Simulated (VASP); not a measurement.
Write the native input for VASP 6.6.1 that does the following.

```yaml
Task: single point
Functional: LDA
Potentials_or_basis: VASP PAW LDA potentials, release 64 (In_d, P)
Cutoff: 520 eV
k_mesh: 10 × 10 × 10
Occupations: gaussian, width 0.01 eV
Spin: no spin polarisation
Dipole_correction: no
Further_INCAR_settings: ALGO = Normal; EDIFF = 1e-06; NBANDS = 16
```

The structure of InP lies in POSCAR:

```
InP
1.0
    0.0000000000      2.8450258588      2.8450258588
    2.8450258588      0.0000000000      2.8450258588
    2.8450258588      2.8450258588      0.0000000000
In P
1 1
Direct
    0.0000000000      0.0000000000      0.0000000000
    0.7500000000      0.7500000000      0.7500000000
```

The input as run:

INCAR

```
SYSTEM = InP
PREC = Accurate
ENCUT = 520
EDIFF = 1E-6
ISMEAR = 0
SIGMA = 0.01
LREAL = .FALSE.
LASPH = .TRUE.
NELM = 60
ALGO = Normal
ISIF = 2
LWAVE = .FALSE.
LCHARG = .FALSE.
GGA = CA
NBANDS = 16
```

KPOINTS

```
regular mesh
0
G
  10 10 10
  0 0 0
```

Potentials or basis: VASP PAW LDA potentials, release 64 (In_d, P).

Launch:

```bash
$ cat potpaw_LDA.64/In_d/POTCAR potpaw_LDA.64/P/POTCAR > POTCAR
$ mpirun -np 1 vasp_std > vasp.out
```

It gave:

* Pressure: 6.0 GPa
* Band gap on the k mesh: 0.99 eV, direct

Caveat: spin-orbit coupling is left out, which moves the levels of the heavy elements.

It took 14 s on 1 thread of Intel(R) Xeon(R) 6975P-C (Granite Rapids), on a shared host, peak memory 0.17 GiB.
